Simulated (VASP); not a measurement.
Here is a VASP 6.6.1 calculation.

Contents of POSCAR:

```
AlN
1.0
    0.0000000000      2.1839935596      2.1839935596
    2.1839935596      0.0000000000      2.1839935596
    2.1839935596      2.1839935596      0.0000000000
Al N
1 1
Direct
    0.0000000000      0.0000000000      0.0000000000
    0.7500000000      0.7500000000      0.7500000000
```

Contents of INCAR.step1:

```
SYSTEM = AlN
PREC = Accurate
ENCUT = 660
ISMEAR = 0
SIGMA = 0.1
LREAL = .False.
LASPH = .True.
NELM = 120
NBANDS = 11
GGA = PE
ALGO = Normal
EDIFF = 1E-5
LWAVE = .True.
LCHARG = .False.
GGA_COMPAT = .False.
```

File INCAR.step2:

```
SYSTEM = AlN
PREC = Accurate
ENCUT = 660
EDIFF = 1E-6
ISMEAR = 0
SIGMA = 0.1
LREAL = .False.
LASPH = .True.
NELM = 120
ALGO = Normal
ISIF = 2
LWAVE = .False.
LCHARG = .True.
METAGGA = R2SCAN
LMIXTAU = .True.
LELF = .True.
LVHAR = .True.
NBANDS = 11
ISTART = 1
GGA_COMPAT = .False.
```

File KPOINTS:

```
Automatic mesh
0
Gamma
  8 8 8
  0 0 0
```

Potentials or basis: VASP PAW PBE potentials, release 64 (Al, N).

Command:

```sh
$ cat potpaw_PBE.64/Al/POTCAR potpaw_PBE.64/N/POTCAR > POTCAR
$ cp INCAR.step1 INCAR
$ mpirun -np 1 vasp_std > vasp.out
$ cp INCAR.step2 INCAR
$ mpirun -np 1 vasp_std > vasp.out
```

(1) What does it give for the pressure?

(2) Predict the band gap on the k mesh.

Results:

(1) -0.1 GPa.

(2) 3.93 eV, indirect (least direct gap 4.89 eV).

Caveat: the PAW data sets were made with another functional, which shifts forces and pressure a little.
